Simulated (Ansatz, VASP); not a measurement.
AgCl: VASP beside Ansatz

The input INCAR:

```
ALGO = Normal
EDIFF = 1E-6
ENCUT = 520
GGA = CA
ISIF = 2
ISMEAR = 0
LASPH = T
LCHARG = F
LREAL = F
LWAVE = F
NBANDS = 16
NELM = 100
PREC = Accurate
SIGMA = 0.05
```

The input KPOINTS:

```
k-points
0
Gamma
  8 8 8
```

The input POSCAR:

```
AgCl
1.0
    0.0000000000      2.8286130000      2.7731500000
    2.7731500000      0.0000000000      2.7731500000
    2.7731500000      2.8286130000      0.0000000000
Ag Cl
1 1
Direct
    0.5000000000      0.5000000000      0.5000000000
    0.0000000000      0.0000000000      0.0000000000
```

Input for Ansatz:

```yaml
crystal:
  lattice:
    - [0.0, 2.828613, 2.77315]
    - [2.77315, 0.0, 2.77315]
    - [2.77315, 2.828613, 0.0]
  atoms:
    - { symbol: Ag, position: [0.5, 0.5, 0.5] }
    - { symbol: Cl, position: [0.0, 0.0, 0.0] }
basis:
  ecutwfc: 420
kpoints:
  mp_grid: { grid: [8, 8, 8] }
hamiltonian:
  xc: lda
scf:
  occupations: { method: gaussian, width: 0.05 }
output:
  forces: true
  stress: true
  eigenvalues: true
```

Change from the starting cell: strain +0.0200 x Voigt [0, 1, 0, 0, 0, 0], atoms carried along.

Alike in both runs: task single point; functional LDA; k mesh 8 × 8 × 8; occupations gaussian, width 0.05 eV; no spin polarisation.

```csv
,VASP,Ansatz
version,VASP 6.6.1,Ansatz 0.2.0
potentials or method,"VASP PAW LDA potentials, release 64 (Ag, Cl), cutoff 520 eV","scalar-relativistic, plane waves, PAW"
valence electrons in the cell,18,26
```

Ansatz gave:

| Property | Result |
| --- | --- |
| gap on the k mesh at the Fermi level (eV) | 0.56 |
| least direct gap on the mesh (eV) | 2.80 |
| pressure (GPa) | -6.3 |

Q: Estimate VASP's values.

A: gap on the k mesh at the Fermi level (eV): 0.59; least direct gap on the mesh (eV): 2.83; pressure (GPa): -6.3.

LDA's correlation is that of Perdew and Zunger in VASP and of Perdew and Wang (1992) in Ansatz. VASP's potentials hold 18 valence electrons a cell and Ansatz's 26, so a difference there can come from the potentials and not from the codes.
